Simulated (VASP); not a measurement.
Set up this calculation in VASP 6.6.1, as the native input.

```yaml
Task: single point
Functional: r2SCAN
Potentials_or_basis: VASP PAW PBE potentials, release 64 (Ba_sv, Ti_sv, O)
Cutoff: 520 eV
k_mesh: 7 × 7 × 7
Occupations: fermi-dirac, width 0.05 eV
Spin: no spin polarisation
Dipole_correction: no
Further_INCAR_settings: ALGO = Normal; EDIFF = 1e-06; NBANDS = 28
```

The system is BaTiO3.

```xyz
5
Lattice="3.9722 0.0000 0.0000 0.0000 3.9722 0.0000 0.0000 0.0000 4.1128" Properties=species:S:1:pos:R:3 pbc="T T T"
Ba    0.0000    0.0000   -0.0181
Ti    1.9861    1.9861    1.9638
O     0.0000    1.9861    2.1290
O     1.9861    0.0000    2.1290
O     1.9861    1.9861    0.1423
```

The input as run:

POSCAR

```
BaTiO3
1.0
    3.9722228312      0.0000000000      0.0000000000
    0.0000000000      3.9722228312      0.0000000000
    0.0000000000      0.0000000000      4.1128061931
Ba Ti O
1 1 3
Direct
    0.0000000000      0.0000000000     -0.0044097784
    0.5000000000      0.5000000000      0.4774872140
    0.0000000000      0.5000000000      0.5176589114
    0.5000000000      0.0000000000      0.5176589114
    0.5000000000      0.5000000000      0.0346047416
```

INCAR.step1

```
ALGO     = Normal         # electronic algorithm
EDIFF    = 1E-4           # SCF threshold, eV
ENCUT    = 520            # plane-wave cutoff, eV
GGA      = PE             # functional
ISMEAR   = -1             # smearing method
LASPH    = T              # aspherical terms in the spheres
LCHARG   = F              # write CHGCAR
LREAL    = F              # projectors in reciprocal space
LWAVE    = T              # write WAVECAR
NBANDS   = 28             # bands
NELM     = 80             # most SCF steps
PREC     = Accurate       # precision mode
SIGMA    = 0.05           # smearing width, eV
```

INCAR.step2

```
ALGO     = Normal         # electronic algorithm
EDIFF    = 1E-6           # SCF threshold, eV
ENCUT    = 520            # plane-wave cutoff, eV
ISIF     = 2              # what is computed and relaxed
ISMEAR   = -1             # smearing method
ISTART   = 1            
LASPH    = T              # aspherical terms in the spheres
LCHARG   = F              # write CHGCAR
LMIXTAU  = T            
LREAL    = F              # projectors in reciprocal space
LWAVE    = F              # write WAVECAR
METAGGA  = R2SCAN         # meta-GGA
NBANDS   = 28             # bands
NELM     = 80             # most SCF steps
PREC     = Accurate       # precision mode
SIGMA    = 0.05           # smearing width, eV
```

KPOINTS

```
k-points
0
Gamma
  7 7 7
```

Potentials or basis: VASP PAW PBE potentials, release 64 (Ba_sv, Ti_sv, O).

The run is started by

```console
$ cat potpaw_PBE.64/Ba_sv/POTCAR potpaw_PBE.64/Ti_sv/POTCAR potpaw_PBE.64/O/POTCAR > POTCAR
$ cp INCAR.step1 INCAR
$ mpirun -np 1 vasp_std > vasp.out
$ cp INCAR.step2 INCAR
$ mpirun -np 1 vasp_std > vasp.out
```

It gave:

```
Pressure               : 1.9 GPa
Largest force          : 0.165 eV/Å
Band gap on the k mesh : 2.32 eV, indirect (least direct gap 2.71 eV)
```

Caveat: the PAW data sets were made with another functional, which shifts forces and pressure a little; spin-orbit coupling is left out, which moves the levels of the heavy elements.

Run time: 3.4 min on 1 thread of Intel(R) Xeon(R) Platinum 8488C (Sapphire Rapids), on a shared host, peak memory 0.22 GiB.
